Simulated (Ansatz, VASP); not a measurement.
## Al: VASP beside Ansatz

```xyz
1
Lattice="2.9689 0.0000 0.0000 -0.9896 2.7991 0.0000 -0.9896 -1.3995 2.4241" Properties=species:S:1:pos:R:3 pbc="T T T"
Al    0.0000    0.0000    0.0000
```

Change from the starting cell: volume scaled by 1.25.

Alike in both runs: functional BLYP; k mesh 12 × 12 × 12; occupations methfessel-paxton of order 1, width 0.1 eV; collinear spin.

|  | VASP | Ansatz |
| --- | --- | --- |
| version | VASP 6.6.1 | Ansatz 0.2.0 |
| potentials or method | VASP PAW PBE potentials, release 64 (Al), cutoff 520 eV | all-electron LAPW, non-relativistic |
| task | single point | density of states |

```tsv
	VASP	Ansatz	Ansatz less VASP
gap on the k mesh at the Fermi level (eV)	none	none	-
pressure (GPa)	-3.7	-3.9	-0.16
net moment per atom (μB)	0.00	0.00	0.000
```

VASP's potentials were made for PBE, not for BLYP. A gap of «none» marks a metal or a gap that the smearing closes. Ansatz ran all-electron here, and VASP with PAW potentials.
